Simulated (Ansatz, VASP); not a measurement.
**One calculation of NaH, two programs**

```xyz
2
Lattice="0.0000 2.5969 2.5551 2.5969 0.0000 2.5551 2.5969 2.5969 0.0000" Properties=species:S:1:pos:R:3 pbc="T T T"
Na    0.0000    0.0000    0.0000
H     1.2985    1.2985    1.2776
```

Change from the starting cell: uniaxial_z strain -1.6%.

Alike in both runs: task single point; functional HSE06; k mesh 6 × 6 × 6; no spin polarisation.

|  | VASP | Ansatz |
| --- | --- | --- |
| version | VASP 6.6.1 | Ansatz 0.2.0 |
| potentials or method | VASP PAW PBE potentials, release 64 (Na_pv, H) | plane waves, PAW |
| plane-wave cutoff (eV) | 520 | 420 |
| occupations | gaussian, width 0.01 eV | fixed |
| valence electrons in the cell | 8 | 10 |

|  | VASP | Ansatz | Ansatz less VASP |
| --- | --- | --- | --- |
| gap on the k mesh at the Fermi level (eV) | 4.62 | 4.63 | +0.005 |
| pressure (GPa) | 0.4 | 0.3 | -0.01 |

VASP's potentials hold 8 valence electrons a cell and Ansatz's 10, so a difference there can come from the potentials and not from the codes. Ansatz's warnings: stress exchange threshold loose, stress scf threshold loose.
